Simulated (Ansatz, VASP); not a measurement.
**YN in VASP and in Ansatz**

The input INCAR:

```
PREC = Accurate
ENCUT = 520
EDIFF = 1E-8
ISMEAR = -1
SIGMA = 0.03
LREAL = F
LASPH = T
NELM = 120
ALGO = Normal
ISIF = 2
LWAVE = F
LCHARG = F
LEFG = T
NBANDS = 15
GGA_COMPAT = F
```

The input KPOINTS:

```
Automatic mesh
0
Gamma
  9 9 9
```

File POSCAR:

```
YN
1.0
    0.0000000000      2.4055432573      2.4055432573
    2.4055432573      0.0000000000      2.4055432573
    2.4055432573      2.4055432573      0.0000000000
Y N
1 1
Direct
    0.0000000000      0.0000000000      0.0000000000
    0.5000000000      0.5000000000      0.5000000000
```

Input for Ansatz:

```yaml
crystal:
  lattice:
    - [0.0, 2.4055432573, 2.4055432573]
    - [2.4055432573, 0.0, 2.4055432573]
    - [2.4055432573, 2.4055432573, 0.0]
  atoms:
    - { symbol: "Y", position: [0.0, 0.0, 0.0] }
    - { symbol: "N", position: [0.5, 0.5, 0.5] }
kpoints:
  mp_grid: { grid: [9, 9, 9] }
scf:
  occupations: { method: fermi_dirac, width: 0.03 }
hamiltonian:
  xc: lda
  pseudopotentials: { kind: all_electron, datasets: crystal }
output:
  forces: true
  stress: true
  eigenvalues: true
  efg: { contact_densities: true }
```

Change from the starting cell: volume scaled by 0.96, crystal datasets.

Alike in both runs: task electric field gradients; functional LDA; k mesh 9 × 9 × 9; occupations fermi-dirac, width 0.03 eV; no spin polarisation.

|  | VASP | Ansatz |
| --- | --- | --- |
| version | VASP 6.6.1 | Ansatz 0.2.0 |
| potentials or method | VASP PAW LDA potentials, release 64 (Y_sv, N), cutoff 520 eV | all-electron PAW with datasets made for the crystal, scalar-relativistic |

```csv
,VASP,Ansatz,Ansatz less VASP
pressure (GPa),1.2,1.1,-0.12
```

LDA's correlation is that of Perdew and Zunger in VASP and of Perdew and Wang (1992) in Ansatz. Ansatz ran all-electron here, and VASP with PAW potentials.
